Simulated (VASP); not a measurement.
Crystal: PbI2.

```
Pb I
1.0
     4.56573    0.00000    0.00000
    -2.28286    3.95403    0.00000
     0.00000    0.00000    7.04108
Pb I
1 2
Cartesian
  0.0000 0.0000 0.0000
  0.0000 2.6360 1.8784
  2.2829 1.3180 5.1627
```

Base run:

- Program: VASP 6.6.1
- Functional: PBE
- Potentials or basis: VASP PAW PBE potentials, release 64 (Pb_d, I)
- Cutoff: 500 eV
- k mesh: 6 × 6 × 4
- Occupations: gaussian, width 0.01 eV
- Spin: no spin polarisation

Its results: band gap on the k mesh 2.23 eV; pressure 1.2 GPa; largest force 0.046 eV/Å.

The run is repeated on the same cell with these changes: functional from PBE to LDA; potentials or basis from VASP PAW PBE potentials, release 64 (Pb_d, I) to VASP PAW LDA potentials, release 64 (Pb_d, I). What comes out?

Band gap on the k mesh 2.04 eV; pressure -1.5 GPa; largest force 0.175 eV/Å.

Caveats: spin-orbit coupling is left out, which moves the levels of the heavy elements; this functional lacks dispersion, which binds the layers, so the pressure and a relaxed spacing across them are unreliable (at least some runs).

A k mesh can miss the band edges.
